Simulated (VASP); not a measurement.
Write the native input for VASP 6.6.1 that does the following.

```yaml
Task: single point
Functional: PBE
Dispersion: D3(BJ)
Potentials_or_basis: VASP PAW PBE potentials, release 64 (Te, Mo_sv)
Cutoff: 520 eV
k_mesh: 10 × 10 × 2
Occupations: gaussian, width 0.05 eV
Spin: no spin polarisation
Dipole_correction: no
Further_INCAR_settings: ALGO = Normal; EDIFF = 1e-06; NBANDS = 35
```

The structure of Te2Mo lies in POSCAR:

```
Te2Mo
1.0
    3.5110138961      0.0000000000      0.0000000000
   -1.7555069481      3.0406272271      0.0000000000
    0.0000000000      0.0000000000     13.8593321537
Te Mo
4 2
Direct
    0.3333333333      0.6666666667      0.6190379164
    0.6666666667      0.3333333333      0.1190379164
    0.3333333333      0.6666666667      0.8809620836
    0.6666666667      0.3333333333      0.3809620836
    0.3333333333      0.6666666667      0.2500000000
    0.6666666667      0.3333333333      0.7500000000
```

One way to write it, as run:

INCAR

```
SYSTEM = Te2Mo
PREC = Accurate
ENCUT = 520
EDIFF = 1E-6
ISMEAR = 0
SIGMA = 0.05
LREAL = .False.
LASPH = .True.
NELM = 80
ALGO = Normal
ISIF = 2
LWAVE = .False.
LCHARG = .True.
GGA = PE
IVDW = 12
LELF = .True.
LVHAR = .True.
NBANDS = 35
```

KPOINTS

```
Automatic mesh
0
Gamma
  10 10 2
  0 0 0
```

Potentials or basis: VASP PAW PBE potentials, release 64 (Te, Mo_sv).

Command:

```console
$ cat potpaw_PBE.64/Te/POTCAR potpaw_PBE.64/Mo_sv/POTCAR > POTCAR
$ mpirun -np 1 vasp_std > vasp.out
```

It gave:

```json
{
 "Pressure": "-0.8 GPa",
 "Largest force": "0.014 eV/Å",
 "Band gap on the k mesh": "0.65 eV (least direct gap 1.15 eV)",
 "Dispersion energy per atom": "-0.543 eV"
}
```

Caveat: spin-orbit coupling is left out, which moves the levels of the heavy elements.

Run time: 3.1 min on 1 thread of AMD EPYC 7R43 64-Core Processor (Zen 3) (shared host), peak memory 0.31 GiB.
